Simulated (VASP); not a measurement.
# Bi (Im-3m) in VASP: a series of runs

Bi is run at these levels: PBE, HSE06, PBE0; tasks: relaxation of cell and atoms, single point.

All numbers are computed with VASP 6.6.1; they aren't measurements. Logs are shortened: lines on timing, memory, paths and dates and some standing lists are left out, and cuts for length are marked.

### Step 1. The cell of the first run

Symmetry: Im-3m, No. 229, cubic system. Conventional cell: a = 3.963 Å, b = 3.963 Å, c = 3.963 Å, α = 90.00°, β = 90.00°, γ = 90.00°. Bi (site symmetry m-3m) has 14 Bi at 3.43 to 3.96 Å within 4.5 Å.

### Step 2. Relaxation of cell and atoms, PBE, non-collinear spin, zero start, spin-orbit coupling

Input file INCAR:

```
  PREC = Accurate
  ENCUT = 600
  EDIFF = 1E-6
  ISMEAR = -1
  SIGMA = 0.05
  LREAL = F
  LASPH = T
  NELM = 150
  ALGO = Normal
  ISIF = 3
  LWAVE = F
  LCHARG = F
  MAGMOM = 0 0 0
  LORBIT = 11
  LSORBIT = T
  GGA_COMPAT = F
  LORBMOM = T
  GGA = PE
  IBRION = 2
  NSW = 60
  EDIFFG = -0.01
```

Input file KPOINTS:

```
Automatic mesh
0
Gamma
  9 9 9
```

Input file POSCAR:

```
Bi
1.0
   -1.9814305318      1.9814305318      1.9814305318
    1.9814305318     -1.9814305318      1.9814305318
    1.9814305318      1.9814305318     -1.9814305318
Bi
1
Direct
    0.0000000000      0.0000000000      0.0000000000
```

Potentials or basis: VASP PAW PBE potentials, release 64 (Bi_d).

On the command line:

```sh
$ cat potpaw_PBE.64/Bi_d/POTCAR > POTCAR
$ mpirun -np 1 vasp_ncl > vasp.out
```

OUTCAR:

```text
PREC = Accurate
   ENCUT = 600
   EDIFF = 1E-6
   ISMEAR = -1
   LREAL = F
   LASPH = T
   NELM = 150
   ISIF = 3
   LORBIT = 11
   LSORBIT = T
   GGA = PE
   IBRION = 2
   NSW = 60
   EDIFFG = -0.01

 ion  position               nearest neighbor table
   1  0.000  0.000  0.000-

  LATTYP: Found a body centered cubic cell.
 ALAT       =     3.9628610636

  Lattice vectors:

 A1 = (  -1.9814305318,   1.9814305318,   1.9814305318)
 A2 = (   1.9814305318,  -1.9814305318,   1.9814305318)
 A3 = (   1.9814305318,   1.9814305318,  -1.9814305318)

Analysis of symmetry for initial positions (statically):
=====================================================================
 Subroutine PRICEL returns:
 Original cell was already a primitive cell.

 Routine SETGRP: Setting up the symmetry group for a
 body centered cubic supercell.

 Subroutine GETGRP returns: Found 48 space group operations
[... 9 lines left out ...]

 Routine SETGRP: Setting up the symmetry group for a
 body centered cubic supercell.

 Subroutine GETGRP returns: Found 48 space group operations
 (whereof 48 operations were pure point group operations)
 out of a pool of 48 trial point group operations.

The dynamic configuration has the point symmetry O_h .

Analysis of structural, dynamic, and magnetic symmetry:
=====================================================================
 Subroutine PRICEL returns:
 Original cell was already a primitive cell.

 Routine SETGRP: Setting up the symmetry group for a
 body centered cubic supercell.

 Subroutine GETGRP returns: Found 48 space group operations
 (whereof 48 operations were pure point group operations)
 out of a pool of 48 trial point group operations.

The overall configuration has the point symmetry O_h .

 Subroutine INISYM returns: Found 48 space group operations
[... 5 lines left out ...]
                                     Primitive cell

  volume of cell :      31.1169

  direct lattice vectors                    reciprocal lattice vectors
    -1.981430532  1.981430532  1.981430532     0.000000000  0.252342937  0.252342937
     1.981430532 -1.981430532  1.981430532     0.252342937  0.000000000  0.252342937
     1.981430532  1.981430532 -1.981430532     0.252342937  0.252342937  0.000000000

  length of vectors
     3.431938353  3.431938353  3.431938353     0.356866804  0.356866804  0.356866804

  position of ions in fractional coordinates (direct lattice)
     0.000000000  0.000000000  0.000000000

  ion indices of the primitive-cell ions
   primitive index   ion index
                 1           1

----------------------------------------------------------------------------------------

 KPOINTS: Automatic mesh

[... 124 lines left out ...]
  Total        0.4194404      0.4194404      0.4194404     -0.0000000     -0.0000000      0.0000000
  in kB       21.5965472     21.5965472     21.5965472     -0.0000000     -0.0000000      0.0000000
  external PRESSURE =      21.5965472 kB  Pullay stress =       0.0000000 kB
[... 24 lines left out ...]
 number of electron      15.0000006 magnetization      -0.0000000     -0.0000000     -0.0000000

 number of electron      15.0000006 magnetization       0.0000000      0.0000000      0.0000000

 E-fermi :   7.0034     XC(G=0):  -9.9729

 val. band max:        6.9548326768   @ k =  -0.4444   0.4444   0.3333
 cond. band min:       7.2748486064   @ k =  -0.3333   0.3333   0.2222
 fundamental gap:      0.3200159295
 Fermi energy:         7.0033968551

 k-point     1 :       0.0000    0.0000    0.0000
  band No.  band energies     occupation
      1     -17.3448      1.00000
      2     -17.3448      1.00000
      3     -17.3448      1.00000
      4     -17.3448      1.00000
      5     -14.4316      1.00000
      6     -14.4316      1.00000
[... 627 lines left out ...]
 number of electron      15.0000004 magnetization       0.0000000      0.0000000      0.0000000

 number of electron      15.0000004 magnetization      -0.0000000     -0.0000000     -0.0000000

 Free energy of the ion-electron system (eV)
  ---------------------------------------------------
  ext. energy  EPLUGINS =         0.00000000
  ---------------------------------------------------
  free energy    TOTEN  =        -4.59006089 eV

  energy without entropy =       -4.58617958  energy(sigma->0) =       -4.58812024

 E-fermi :   7.2169     XC(G=0): -10.0617

 val. band max:        7.1672267670   @ k =  -0.4444   0.4444   0.3333
 cond. band min:       7.4906786488   @ k =  -0.3333   0.3333   0.3333
 fundamental gap:      0.3234518818
 Fermi energy:         7.2168743892

 k-point     1 :       0.0000    0.0000    0.0000
  band No.  band energies     occupation
      1     -17.1334      1.00000
      2     -17.1334      1.00000
      3     -17.1334      1.00000
      4     -17.1334      1.00000
      5     -14.2244      1.00000
      6     -14.2244      1.00000
[... 619 lines left out ...]
  FREE ENERGIE OF THE ION-ELECTRON SYSTEM (eV)
  ---------------------------------------------------
  free  energy   TOTEN  =        -4.5900608928 eV

  energy  without entropy=       -4.5861795822  energy(sigma->0) =       -4.58812024

 reached required accuracy - stopping structural energy minimisation

 orbital moment (x)

 # of ion     p       d       tot
 ----------------------------------------
  1         0.000   0.000   0.000
 ----------------------------------------
            0.000   0.000   0.000

 orbital moment (y)

 # of ion     p       d       tot
 ----------------------------------------
  1         0.000  -0.000  -0.000
 ----------------------------------------
            0.000  -0.000  -0.000

 orbital moment (z)

 # of ion     p       d       tot
 ----------------------------------------
  1         0.000   0.000   0.000
 ----------------------------------------
            0.000   0.000   0.000

 Spin-Orbit-Coupling matrix elements

 Ion:    1  E_soc:     -1.7416592
 l=   1
     0.0000000    -0.2242766    -0.2242766
    -0.2242766     0.0000000    -0.2242766
    -0.2242766    -0.2242766     0.0000000
 l=   2
     0.0000000    -0.0132098     0.0000000    -0.0132098    -0.0527901
    -0.0132098     0.0000000    -0.0395926    -0.0132098    -0.0131975
     0.0000000    -0.0395926     0.0000000    -0.0395926     0.0000000
    -0.0132098    -0.0132098    -0.0395926     0.0000000    -0.0131975
    -0.0527901    -0.0131975     0.0000000    -0.0131975     0.0000000
 l=   3
     0.0000000     0.0000000     0.0000000     0.0000000     0.0000000     0.0000000     0.0000000
     0.0000000     0.0000000     0.0000000     0.0000000     0.0000000     0.0000000     0.0000000
     0.0000000     0.0000000     0.0000000     0.0000000     0.0000000     0.0000000     0.0000000
     0.0000000     0.0000000     0.0000000     0.0000000     0.0000000     0.0000000     0.0000000
     0.0000000     0.0000000     0.0000000     0.0000000     0.0000000     0.0000000     0.0000000
     0.0000000     0.0000000     0.0000000     0.0000000     0.0000000     0.0000000     0.0000000
     0.0000000     0.0000000     0.0000000     0.0000000     0.0000000     0.0000000     0.0000000

 total charge

# of ion       s       p       d       tot
------------------------------------------
    1        1.548   1.263   9.916  12.727

 magnetization (x)

# of ion       s       p       d       tot
------------------------------------------
    1       -0.000  -0.000  -0.000  -0.000

 magnetization (y)

# of ion       s       p       d       tot
------------------------------------------
    1        0.000   0.000  -0.000   0.000

 magnetization (z)

# of ion       s       p       d       tot
------------------------------------------
    1        0.000  -0.000   0.000  -0.000
```

OSZICAR:

```text
N       E                     dE             d eps       ncg     rms          rms(c)
DAV:   1     0.158413274123E+03    0.15841E+03   -0.85435E+03  1540   0.184E+03
DAV:   2     0.892016974148E+01   -0.14949E+03   -0.14570E+03  1600   0.472E+02
[... 24 lines left out ...]
DAV:   3    -0.458988402946E+01    0.97449E-02   -0.39968E-02  2080   0.383E+00    0.551E-02
DAV:   4    -0.458996223220E+01   -0.78203E-04   -0.82044E-04  1636   0.394E-01    0.306E-02
DAV:   5    -0.459005209513E+01   -0.89863E-04   -0.24837E-04  1744   0.169E-01    0.272E-02
DAV:   6    -0.459007023209E+01   -0.18137E-04   -0.40509E-05  1948   0.556E-02    0.113E-02
DAV:   7    -0.459006131581E+01    0.89163E-05   -0.11567E-05  1952   0.556E-02    0.364E-03
DAV:   8    -0.459006089281E+01    0.42300E-06   -0.22728E-06  1338   0.127E-02
   3 F= -.45900609E+01 E0= -.45881202E+01  d E =-.850043E-02  mag=     0.0000     0.0000     0.0000
```

Run time: 81 s. Hardware: 1 thread of Intel Xeon Platinum 8488C (Sapphire Rapids), shared host; peak memory 0.27 GiB.

What came out:

```yaml
Free_energy: -4.5901 eV
Relaxed_volume: 32.43 Å³/atom
Relaxed_cell: a = 3.480 Å, b = 3.480 Å, c = 3.480 Å, α = 109.47°, β = 109.47°, γ = 109.47°
Space_group_after_relaxing_to_0.05_Å: Im-3m (No. 229)
Energy_gained_by_relaxing: 8.5 meV/atom
Ionic_steps: 3
Pressure_after_relaxing: 0.0 GPa
Net_moment: 0.00 μB per cell
Valence_electrons_inside_the_program's_atomic_spheres: Bi 12.73
```

The path:
```
step  energy change (eV)  largest force (eV/Å)  pressure (GPa)  volume (Å³)
   1              0.0000                0.0000            2.16        31.12
   2             -0.0069                0.0000           -0.84        33.04
   3             -0.0085                0.0000            0.02        32.43
```

Final structure:
```cif
data_structure
_symmetry_space_group_name_H-M 'P 1'
_symmetry_Int_Tables_number 1
_cell_length_a 3.4795
_cell_length_b 3.4795
_cell_length_c 3.4795
_cell_angle_alpha 109.471
_cell_angle_beta 109.471
_cell_angle_gamma 109.471
_cell_volume 32.43
loop_
_atom_site_label
_atom_site_type_symbol
_atom_site_fract_x
_atom_site_fract_y
_atom_site_fract_z
_atom_site_occupancy
Bi1 Bi 0.00000 0.00000 0.00000 1
```

Moments on the atoms (μB; x, y, z):
```
Bi  0.00 0.00 0.00
```

### Step 3. Single point, HSE06

This run uses another cell than the first one, of 29.87 Å³/atom, 0.960 times its volume.

Input file POSCAR:

```
Bi
1.0
   -1.9546511608      1.9546511608      1.9546511608
    1.9546511608     -1.9546511608      1.9546511608
    1.9546511608      1.9546511608     -1.9546511608
Bi
1
Direct
    0.0000000000      0.0000000000      0.0000000000
```

Input file INCAR.step1:

```
PREC = Accurate
ENCUT = 520
EDIFF = 1E-5
ISMEAR = -1
SIGMA = 0.05
LREAL = False
LASPH = True
NELM = 80
ALGO = Normal
ISIF = 2
LWAVE = True
NBANDS = 14
GGA = PE
```

Input file INCAR.step2:

```
PREC = Accurate
ENCUT = 520
EDIFF = 1E-7
ISMEAR = -1
SIGMA = 0.05
LREAL = False
LASPH = True
NELM = 80
ALGO = Normal
ISIF = 2
LWAVE = False
LCHARG = True
GGA = PE
LHFCALC = True
HFSCREEN = 0.2079
PRECFOCK = Normal
LELF = True
LVHAR = True
NBANDS = 14
ISTART = 1
```

Input file KPOINTS:

```
Automatic mesh
0
Gamma
  6 6 6
```

Potentials or basis: VASP PAW PBE potentials, release 64 (Bi_d).

On the command line:

```sh
$ cat potpaw_PBE.64/Bi_d/POTCAR > POTCAR
$ cp INCAR.step1 INCAR
$ mpirun -np 1 vasp_std > vasp.out
$ cp INCAR.step2 INCAR
$ mpirun -np 1 vasp_std > vasp.out
```

It took 31 min on 1 thread of Oxide Virtual Turin-like, shared host; peak memory 0.23 GiB.

It converged, with:

* Free energy: -4.3793 eV
* Pressure: 1.8 GPa

Levels at points of the mesh, in eV from the Fermi level:
| k point | band 5 | band 6 | band 7 | band 8 | band 9 | band 10 |
| --- | --- | --- | --- | --- | --- | --- |
| (0.00, 0.00, 0.00) | -24.69 | -14.90 | 6.46 | 6.46 | 6.46 | 10.83 |
| (0.50, 0.00, 0.00) | -24.59 | -11.13 | -5.66 | 2.28 | 4.44 | 6.97 |
| (0.50, 0.50, 0.50) | -24.62 | -8.46 | -1.83 | -1.83 | -1.83 | 4.14 |

Caveat: the k points lie up to 0.38 Å⁻¹ apart; the PAW data sets were made with another functional, which shifts forces and pressure a little; spin-orbit coupling is left out, which moves the levels of the heavy elements.

### Step 4. Single point, PBE0

This run uses another cell than the first one, of 29.87 Å³/atom, 0.960 times its volume.

POSCAR is that of step 3.

Input file INCAR.step1:

```
SYSTEM = Bi
PREC = Accurate
ENCUT = 520
EDIFF = 1E-5
ISMEAR = -1
SIGMA = 0.05
LREAL = .FALSE.
LASPH = .TRUE.
NELM = 60
ALGO = Normal
ISIF = 2
LWAVE = .TRUE.
LCHARG = .FALSE.
GGA = PE
NBANDS = 14
```

Input file INCAR.step2:

```
SYSTEM = Bi
PREC = Accurate
ENCUT = 520
EDIFF = 1E-6
ISMEAR = -1
SIGMA = 0.05
LREAL = .FALSE.
LASPH = .TRUE.
NELM = 60
ALGO = Normal
ISIF = 2
LWAVE = .FALSE.
LCHARG = .FALSE.
GGA = PE
LHFCALC = .TRUE.
AEXX = 0.25
PRECFOCK = Normal
ISTART = 1
NBANDS = 14
```

Input file KPOINTS:

```
Automatic mesh
0
G
  6 6 6
  0 0 0
```

On the command line:

```sh
$ cat potpaw_PBE.64/Bi_d/POTCAR > POTCAR
$ cp INCAR.step1 INCAR
$ mpirun -np 1 vasp_std > vasp.out
$ cp INCAR.step2 INCAR
$ mpirun -np 1 vasp_std > vasp.out
```

It took 24 min on 1 thread of Oxide Virtual Turin-like, shared host; peak memory 0.14 GiB.

Results (log left out):

| Item | Value |
| --- | --- |
| Free energy | -4.9040 eV |
| Pressure | 1.5 GPa |

Levels at points of the mesh, in eV from the Fermi level:
| k point | band 4 | band 5 | band 6 | band 7 | band 8 | band 9 | band 10 | band 11 |
| --- | --- | --- | --- | --- | --- | --- | --- | --- |
| (0.00, 0.00, 0.00) | -25.00 | -25.00 | -15.22 | 6.98 | 6.98 | 6.98 | 11.31 | 12.17 |
| (0.50, 0.00, 0.00) | -25.01 | -24.90 | -11.44 | -5.99 | 2.72 | 4.91 | 7.43 | 9.04 |
| (0.50, 0.50, 0.50) | -24.93 | -24.93 | -8.75 | -2.10 | -2.10 | -2.10 | 4.56 | 4.56 |

Caveat: the k points lie up to 0.38 Å⁻¹ apart; the PAW data sets were made with another functional, which shifts forces and pressure a little; spin-orbit coupling is left out, which moves the levels of the heavy elements.

### Step 5. Summary

```tsv
task	level	spin	cell	k mesh	cutoff (eV)	grid for exact exchange (PRECFOCK)	screening parameter	gap on the mesh (eV)	pressure (GPa)
relaxation of cell and atoms	PBE	non-collinear, zero start, SOC	relaxed from a = 3.432 Å, angles 109.5°, 1 atom	9 × 9 × 9	600	-	-	-	0.0
single point	HSE06	off	a = 3.386 Å, angles 109.5°, 1 atom	6 × 6 × 6	520	Normal	0.2079 1/Å	none	1.8
single point	PBE0	off	a = 3.386 Å, angles 109.5°, 1 atom	6 × 6 × 6	520	Normal	-	none	1.5
```

Alike in all rows: potentials or basis VASP PAW PBE potentials, release 64 (Bi_d); smearing fermi-dirac 0.05 eV.

Caveats: some runs use coarse meshes; the PAW data sets were made with another functional, which shifts forces and pressure a little (some runs); spin-orbit coupling is left out, which moves the levels of the heavy elements (some runs).

Total energies depend on the potentials used, so only differences within one code and one set of settings carry meaning.
